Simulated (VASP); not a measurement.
# GaN (F-43m) in VASP: further runs, part 2 of 2

VASP 6.6.1.

### Step 4. Single point, PBE

The input, INCAR:

```
SYSTEM = GaN
  ALGO = Normal
  EDIFF = 1E-6
  ENCUT = 600
  GGA = PE
  GGA_COMPAT = .False.
  ISIF = 2
  ISMEAR = 0
  LASPH = .True.
  LCHARG = .False.
  LREAL = .False.
  LWAVE = .False.
  NBANDS = 16
  NELM = 120
  PREC = Accurate
  SIGMA = 0.1
```

The input, KPOINTS:

```
k-points
0
Gamma
  6 6 6
  0 0 0
```

The input, POSCAR:

```
GaN
1.0
    0.0000000000      2.2535006075      2.2535006075
    2.2535006075      0.0000000000      2.2535006075
    2.2535006075      2.2535006075      0.0000000000
Ga N
1 1
Direct
    0.0000000000      0.0000000000      0.0000000000
    0.7500000000      0.7500000000      0.7500000000
```

Potentials or basis: VASP PAW PBE potentials, release 64 (Ga_d, N).

Launch:

```sh
cat potpaw_PBE.64/Ga_d/POTCAR potpaw_PBE.64/N/POTCAR > POTCAR
mpirun -np 1 vasp_std > vasp.out
```

OUTCAR:

```text
SYSTEM = GaN
   EDIFF = 1E-6
   ENCUT = 600
   GGA = PE
   ISIF = 2
   ISMEAR = 0
   LASPH = .True.
   LREAL = .False.
   NELM = 120
   PREC = Accurate

 ion  position               nearest neighbor table
   1  0.000  0.000  0.000-   2 1.95   2 1.95   2 1.95   2 1.95
   2  0.750  0.750  0.750-   1 1.95   1 1.95   1 1.95   1 1.95

  LATTYP: Found a face centered cubic cell.
 ALAT       =     4.5070012150

  Lattice vectors:

 A1 = (   0.0000000000,   2.2535006075,   2.2535006075)
[... 479 lines left out ...]

------------------------ aborting loop because EDIFF is reached ----------------------------------------

  FORCE on cell =-STRESS in cart. coord.  units (eV):
  Direction    XX          YY          ZZ          XY          YZ          ZX
  --------------------------------------------------------------------------------------
  -------------------------------------------------------------------------------------
  Total        0.6999522      0.6999522      0.6999522      0.0000000      0.0000000     -0.0000000
  in kB       48.9977258     48.9977258     48.9977258      0.0000000      0.0000000     -0.0000000
  external PRESSURE =      48.9977258 kB  Pullay stress =       0.0000000 kB

 VOLUME and BASIS-vectors are now :
 -----------------------------------------------------------------------------
  energy-cutoff  :      600.00
  volume of cell :       22.89
      direct lattice vectors                 reciprocal lattice vectors
     0.000000000  2.253500607  2.253500607    -0.221877020  0.221877020  0.221877020
     2.253500607  0.000000000  2.253500607     0.221877020 -0.221877020  0.221877020
     2.253500607  2.253500607  0.000000000     0.221877020  0.221877020 -0.221877020

 POSITION                                       TOTAL-FORCE (eV/Angst)
 -----------------------------------------------------------------------------------
      0.00000      0.00000      0.00000         0.000000     -0.000000     -0.000000
      3.38025      3.38025      3.38025        -0.000000      0.000000      0.000000
 -----------------------------------------------------------------------------------
    total drift:                               -0.000000     -0.000000     -0.000000

  FREE ENERGIE OF THE ION-ELECTRON SYSTEM (eV)
  ---------------------------------------------------
  free  energy   TOTEN  =       -12.1402044240 eV

  energy  without entropy=      -12.1402044240  energy(sigma->0) =      -12.14020442
```

OSZICAR:

```text
N       E                     dE             d eps       ncg     rms          rms(c)
DAV:   1     0.880732231456E+02    0.88073E+02   -0.10208E+04   584   0.220E+03
DAV:   2    -0.744408953847E+01   -0.95517E+02   -0.89741E+02   560   0.360E+02
DAV:   3    -0.140609506387E+02   -0.66169E+01   -0.65791E+01   624   0.785E+01
DAV:   4    -0.141436979177E+02   -0.82747E-01   -0.82731E-01   648   0.934E+00
DAV:   5    -0.141448322999E+02   -0.11344E-02   -0.11344E-02   608   0.102E+00    0.771E+00
DAV:   6    -0.121388087139E+02    0.20060E+01   -0.49386E+00   768   0.402E+01    0.268E+00
DAV:   7    -0.121472980138E+02   -0.84893E-02   -0.32431E-01   560   0.656E+00    0.174E+00
DAV:   8    -0.121436879870E+02    0.36100E-02   -0.56235E-02   624   0.334E+00    0.732E-01
DAV:   9    -0.121399611876E+02    0.37268E-02   -0.13891E-02   760   0.279E+00    0.192E-01
DAV:  10    -0.121402874102E+02   -0.32622E-03   -0.15038E-03   632   0.585E-01    0.864E-02
DAV:  11    -0.121401985781E+02    0.88832E-04   -0.28789E-04   744   0.267E-01    0.111E-02
DAV:  12    -0.121402046311E+02   -0.60530E-05   -0.30021E-05   592   0.620E-02    0.111E-02
DAV:  13    -0.121402044240E+02    0.20712E-06   -0.11374E-06   528   0.181E-02
   1 F= -.12140204E+02 E0= -.12140204E+02  d E =-.101137E-12
```

Run time: 7 s. Hardware: 1 thread of AMD EPYC 9R45 (Zen 5), shared host; peak memory 0.12 GiB.

What came out:

```
Free energy            : -12.1402 eV
Pressure               : 4.9 GPa
Band gap on the k mesh : 1.72 eV, direct
```

A hybrid or GW would open this gap; PBE tends to underestimate it.

### Step 5. Single point, PBE

The input, INCAR:

```
ALGO = Normal
EDIFF = 1E-6
ENCUT = 600
GGA = PE
GGA_COMPAT = F
ISIF = 2
ISMEAR = 1
LASPH = T
LCHARG = T
LELF = T
LREAL = F
LVHAR = T
LWAVE = F
NBANDS = 16
NELM = 120
PREC = Accurate
SIGMA = 0.011
```

The input, KPOINTS:

```
k-points
0
Gamma
  6 6 6
```

POSCAR is that of step 4.

Launch:

```sh
cat potpaw_PBE.64/Ga_d/POTCAR potpaw_PBE.64/N/POTCAR > POTCAR
mpirun -np 1 vasp_std > vasp.out
```

Wall time 7.4 s (1 thread of AMD EPYC 9R45 (Zen 5), shared host); peak memory 0.13 GiB.

Results (log left out):

- Free energy: -12.1402 eV
- Pressure: 4.9 GPa
- Band gap on the k mesh: 1.72 eV, direct

Levels at points of the mesh, in eV from the valence-band top:
```
           k point  band 5  band 6  band 7  band 8  band 9  band 10  band 11  band 12  band 13  band 14
(0.00, 0.00, 0.00)  -13.13  -13.13    0.00    0.00    0.00     1.72    10.30    10.30    10.30    17.60
(0.50, 0.00, 0.00)  -13.08  -11.88   -7.04   -0.97   -0.97     4.64     8.73    10.36    10.36    15.63
(0.50, 0.50, 0.00)  -13.05  -11.46   -6.13   -2.70   -2.70     3.35     6.66    11.71    13.96    13.96
```

### Step 6. Summary

```tsv
level	smearing	gap on the mesh (eV)	pressure (GPa)
PBEsol	gaussian 0.1 eV	1.68	-1.5
PBEsol	fermi-dirac 0.051704 eV	1.68	-1.5
PBE	gaussian 0.1 eV	1.72	4.9
PBE	methfessel-paxton 0.011 eV	1.72	4.9
```

Alike in all rows: task single point; potentials or basis VASP PAW PBE potentials, release 64 (Ga_d, N); no spin polarisation; cell as given; k mesh 6 × 6 × 6; cutoff (eV) 600.

On the cell as given the gap runs from 1.68 eV (PBEsol) to 1.72 eV (PBE). The pressure there spans -1.5 GPa (PBEsol) to 4.9 GPa (PBE); a positive pressure means that this level wants a larger cell, a negative one a smaller.

Caveats: the PAW data sets were made with another functional, which shifts forces and pressure a little (some runs).

Absolute energies hang on the potentials; compare differences alone.
